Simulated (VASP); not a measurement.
A run of VASP 6.6.1:

The input INCAR:

```
SYSTEM = Be2Si
PREC     = Accurate       ! precision mode
ENCUT    = 520            ! plane-wave cutoff, eV
EDIFF    = 1E-6           ! SCF threshold, eV
ISMEAR   = -1             ! smearing method
SIGMA    = 0.05           ! smearing width, eV
LREAL    = .False.        ! projectors in reciprocal space
LASPH    = .True.         ! aspherical terms in the spheres
NELM     = 100            ! most SCF steps
ALGO     = Fast           ! electronic algorithm
ISIF     = 2              ! what is computed and relaxed
LWAVE    = .False.        ! write WAVECAR
LCHARG   = .False.        ! write CHGCAR
GGA      = PE             ! functional
NBANDS   = 11             ! bands
```

The input KPOINTS:

```
regular mesh
0
Gamma
  7 7 7
  0 0 0
```

POSCAR

```
Be2Si
1.0
    0.0000000000      2.6400000000      2.5872000000
    2.6400000000      0.0000000000      2.5872000000
    2.6400000000      2.6400000000      0.0000000000
Si Be
1 2
Direct
    0.0000000000      0.0000000000      0.0000000000
    0.2500000000      0.2500000000      0.2500000000
    0.7500000000      0.7500000000      0.7500000000
```

Potentials or basis: VASP PAW PBE potentials, release 64 (Si, Be).

Run with:

```bash
$ cat potpaw_PBE.64/Si/POTCAR potpaw_PBE.64/Be/POTCAR > POTCAR
$ mpirun -np 1 vasp_std > vasp.out
```

Hardware: 1 thread of Intel Xeon 6975P-C, with other jobs on the host.

**Question.** How long does it take, and how much memory?

**Answer.** Run time: 26 s on 1 thread of Intel Xeon 6975P-C (shared host), peak memory 0.15 GiB. Counts: scf iterations 11, k points 40.
